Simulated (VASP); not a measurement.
Input of a VASP 6.6.1 run:

The input INCAR:

```
PREC     = Accurate       # precision mode
ENCUT    = 520            # plane-wave cutoff, eV
EDIFF    = 1E-6           # SCF threshold, eV
ISMEAR   = -1             # smearing method
SIGMA    = 0.1            # smearing width, eV
LREAL    = F              # projectors in reciprocal space
LASPH    = T              # aspherical terms in the spheres
NELM     = 60             # most SCF steps
ALGO     = Normal         # electronic algorithm
ISIF     = 2              # what is computed and relaxed
LWAVE    = F              # write WAVECAR
LCHARG   = T              # write CHGCAR
GGA      = CA             # functional
LELF     = T              # ELF
LVHAR    = T            
NBANDS   = 31             # bands
```

The input KPOINTS:

```
regular mesh
0
Gamma
  17 17 9
```

The input POSCAR:

```
Yb
1.0
    3.5930245760      0.0000000000      0.0000000000
   -1.7965122880      3.1116505592      0.0000000000
    0.0000000000      0.0000000000      5.8976517104
Yb
2
Direct
    0.3333333333      0.6666666667      0.2500000000
    0.6666666667      0.3333333333      0.7500000000
```

Potentials or basis: VASP PAW PBE potentials, release 64 (Yb).

Launch:

```console
$ cat potpaw_PBE.64/Yb/POTCAR > POTCAR
$ mpirun -np 1 vasp_std > vasp.out
```

**Question.** Estimate the pressure.

**Answer.** -8.4 GPa.

**Question.** Estimate the band gap on the k mesh.

**Answer.** Zero (bands 24 and 25 overlap by 0.23 eV).

Caveat: the cell stands under tension; the PAW data sets were made with another functional, which shifts forces and pressure a little; spin-orbit coupling is left out, which moves the levels of the heavy elements. Spin polarisation is off, so any magnetic state and its effect on volume and gap are missing.
